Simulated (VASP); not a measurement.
Runs of VASP 6.6.1 on Ba. The structure is that of space group I4/mmm (No. 139), or close to it. The cells are those of the table. 

```tsv
cell	further INCAR settings	gap on the mesh (eV)	pressure (GPa)
a = 4.337 Å, angles 107.3, 107.3, 113.9°, 1 atom	ALGO = Fast; EDIFF = 1e-06; NBANDS = 11	none	-1.2
a = 4.363 Å, angles 114.7, 114.7, 99.4°, 1 atom	ALGO = Fast; EDIFF = 1e-07; NBANDS = 11	none	-1.1
a = 4.386 Å, angles 103.5, 103.5, 122.2°, 1 atom	ALGO = Fast; EDIFF = 1e-07; NBANDS = 11	none	-1.0
a = 4.437 Å, angles 101.5, 101.5, 126.9°, 1 atom	ALGO = Fast; EDIFF = 1e-06; NBANDS = 11	none	(a)
a = 4.355 Å, angles 105.4, 105.4, 118.0°, 1 atom	ALGO = Fast; EDIFF = 1e-07; NBANDS = 11	none	-1.1
a = 4.400 Å, angles 117.3, 117.3, 94.8°, 1 atom	ALGO = Fast; EDIFF = 1e-07; NBANDS = 11	none	-1.1
```

Alike in all rows: task single point; level LDA; potentials or basis VASP PAW LDA potentials, release 64 (Ba_sv); no spin polarisation; k mesh 16 × 16 × 16; cutoff (eV) 520; smearing gaussian 0.15 eV.

Q: Fill in the values left out.

A: (a) -0.8.

Caveats: spin-orbit coupling is left out, which moves the levels of the heavy elements.

A k mesh can miss the band edges, and the runs leave out spin-orbit coupling on Ba.

A gap of «none» marks levels without a gap at the run's occupations.
